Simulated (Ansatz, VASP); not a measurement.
CdTe: VASP beside Ansatz

INCAR

```
SYSTEM = CdTe
PREC = Accurate ; ENCUT = 520
EDIFF = 1E-6 ; ISMEAR = 0
SIGMA = 0.02 ; LREAL = .False.
LASPH = .True. ; NELM = 100
ALGO = Normal ; ISIF = 2
LWAVE = .False. ; LCHARG = .True.
GGA = PE ; LELF = .True.
LVHAR = .True. ; NBANDS = 16
```

Contents of KPOINTS:

```
regular mesh
0
Gamma
  8 8 8
  0 0 0
```

POSCAR

```
CdTe
1.0
    0.0000000000      3.3008223094      3.3008223094
    3.3008223094      0.0000000000      3.3008223094
    3.3008223094      3.3008223094      0.0000000000
Cd Te
1 1
Direct
    0.0000000000      0.0000000000      0.0000000000
    0.7500000000      0.7500000000      0.7500000000
```

Input for Ansatz:

```yaml
crystal:
  lattice:
    - [0.0, 3.3008223094, 3.3008223094]
    - [3.3008223094, 0.0, 3.3008223094]
    - [3.3008223094, 3.3008223094, 0.0]
  atoms:
    - { symbol: Cd, position: [0.0, 0.0, 0.0] }
    - { symbol: Te, position: [0.75, 0.75, 0.75] }
basis:
  ecutwfc: 420
kpoints:
  mp_grid: { grid: [8, 8, 8] }
hamiltonian:
  xc: pbe
scf:
  occupations: { method: gaussian, width: 0.02 }
output:
  forces: true
  stress: true
  eigenvalues: true
```

Alike in both runs: task single point; functional PBE; k mesh 8 × 8 × 8; occupations gaussian, width 0.02 eV; no spin polarisation.

|  | VASP | Ansatz |
| --- | --- | --- |
| version | VASP 6.6.1 | Ansatz 0.2.0 |
| potentials or method | VASP PAW PBE potentials, release 64 (Cd, Te), cutoff 520 eV | scalar-relativistic, plane waves, PAW |
| valence electrons in the cell | 18 | 36 |

VASP gave:

* gap on the k mesh at the Fermi level (eV): 0.61
* least direct gap on the mesh (eV): 0.61
* pressure (GPa): 0.4

Q: Estimate Ansatz's values.

A: gap on the k mesh at the Fermi level (eV): 0.61; least direct gap on the mesh (eV): 0.61; pressure (GPa): 0.3.

VASP's potentials hold 18 valence electrons a cell and Ansatz's 36, so a difference there can come from the potentials and not from the codes.

Neither program's run includes spin-orbit coupling.
